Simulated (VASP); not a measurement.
Write the native input for VASP 6.6.1 that does the following.

| Item | Value |
| --- | --- |
| Task | single point |
| Functional | r2SCAN |
| Potentials or basis | VASP PAW PBE potentials, release 64 (Mo_sv) |
| Cutoff | 520 eV |
| k mesh | 22 × 22 × 22 |
| Occupations | gaussian, width 0.15 eV |
| Spin | no spin polarisation |
| Dipole correction | no |
| Further INCAR settings | ALGO = Normal; EDIFF = 1e-06; NBANDS = 13 |

Mo:

```
Mo
1.0
    -1.57100    1.65348    1.57100
     1.57100   -1.65348    1.57100
     1.57100    1.65348   -1.57100
Mo
1
Direct
  0.00000 0.00000 0.00000
```

This cell differs from its parent crystal: strain +0.0525 x Voigt [0, 1, 0, 0, 0, 0].

These files were run (other wordings do the same):

POSCAR

```
Mo
1.0
   -1.5710000000      1.6534775000      1.5710000000
    1.5710000000     -1.6534775000      1.5710000000
    1.5710000000      1.6534775000     -1.5710000000
Mo
1
Direct
    0.0000000000      0.0000000000      0.0000000000
```

INCAR.step1

```
SYSTEM = Mo
ALGO = Normal
EDIFF = 1E-4
ENCUT = 520
GGA = PE
ISMEAR = 0
LASPH = .True.
LCHARG = .False.
LREAL = .False.
LWAVE = .True.
NBANDS = 13
NELM = 60
PREC = Accurate
SIGMA = 0.15
```

INCAR.step2

```
SYSTEM = Mo
ALGO = Normal
EDIFF = 1E-6
ENCUT = 520
ISIF = 2
ISMEAR = 0
ISTART = 1
LASPH = .True.
LCHARG = .False.
LMIXTAU = .True.
LREAL = .False.
LWAVE = .False.
METAGGA = R2SCAN
NBANDS = 13
NELM = 60
PREC = Accurate
SIGMA = 0.15
```

KPOINTS

```
k-points
0
Gamma
  22 22 22
  0 0 0
```

Potentials or basis: VASP PAW PBE potentials, release 64 (Mo_sv).

The run is started by

```sh
$ cat potpaw_PBE.64/Mo_sv/POTCAR > POTCAR
$ cp INCAR.step1 INCAR
$ mpirun -np 1 vasp_std > vasp.out
$ cp INCAR.step2 INCAR
$ mpirun -np 1 vasp_std > vasp.out
```

Results of the run:

| Item | Value |
| --- | --- |
| Pressure | -9.4 GPa |
| Band gap on the k mesh | zero (band 7 reaches 15.65 eV, above the bottom of band 8 at 10.79 eV) |

Caveat: the cell differs from its parent crystal (strain +0.0525 x Voigt [0, 1, 0, 0, 0, 0]); the PAW data sets were made with another functional, which shifts forces and pressure a little.

Wall time 5.9 min on 1 thread of Intel(R) Xeon(R) Platinum 8488C (Sapphire Rapids), on a shared host, peak memory 0.28 GiB.
